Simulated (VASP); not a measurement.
A run of VASP 6.6.1 is set up as follows.

File INCAR:

```
ALGO = Normal
EDIFF = 1E-6
ENCUT = 520
ISIF = 2
ISMEAR = 0
LASPH = True
LCHARG = True
LELF = True
LREAL = False
LVHAR = True
LWAVE = False
NBANDS = 44
NELM = 60
PREC = Accurate
SIGMA = 0.05
```

The input KPOINTS:

```
k-points
0
Gamma
  10 10 2
```

File POSCAR:

```
Ge2Sb2Te5
1.0
    4.1963721883      0.0000000000      0.0000000000
   -2.0981860942      3.6341649188      0.0000000000
    0.0000000000      0.0000000000     16.6663347980
Ge Sb Te
2 2 5
Direct
    0.3333333333      0.6666666667      0.8993433550
    0.6666666667      0.3333333333      0.1006566450
    0.0000000000      0.0000000000      0.6815626319
    0.0000000000      0.0000000000      0.3184373681
    0.0000000000      0.0000000000      0.0000000000
    0.6666666667      0.3333333333      0.8008144752
    0.3333333333      0.6666666667      0.1991855248
    0.3333333333      0.6666666667      0.5785763799
    0.6666666667      0.3333333333      0.4214236201
```

Potentials or basis: VASP PAW LDA potentials, release 64 (Ge_d, Sb, Te).

Command:

```sh
$ cat potpaw_LDA.64/Ge_d/POTCAR potpaw_LDA.64/Sb/POTCAR potpaw_LDA.64/Te/POTCAR > POTCAR
$ mpirun -np 1 vasp_std > vasp.out
```

Task: Estimate the largest force.

Result: 0.051 eV/Å.

Task: What does it give for the pressure?

Result: 0.1 GPa.

Task: Estimate the band gap on the k mesh.

Result: 0.03 eV.

Forces in eV/Å, atoms in the order of the input:
```
Ge   0.000  0.000 -0.003
Ge   0.000  0.000  0.003
Sb   0.000  0.000  0.042
Sb   0.000  0.000 -0.042
Te   0.000  0.000  0.000
Te   0.000  0.000 -0.001
Te   0.000  0.000  0.001
Te   0.000  0.000 -0.051
Te   0.000  0.000  0.051
```

Caveat: semilocal functionals underestimate gaps, and a narrow one can read as zero; spin-orbit coupling is left out, which moves the levels of the heavy elements. A k mesh can miss the band edges.
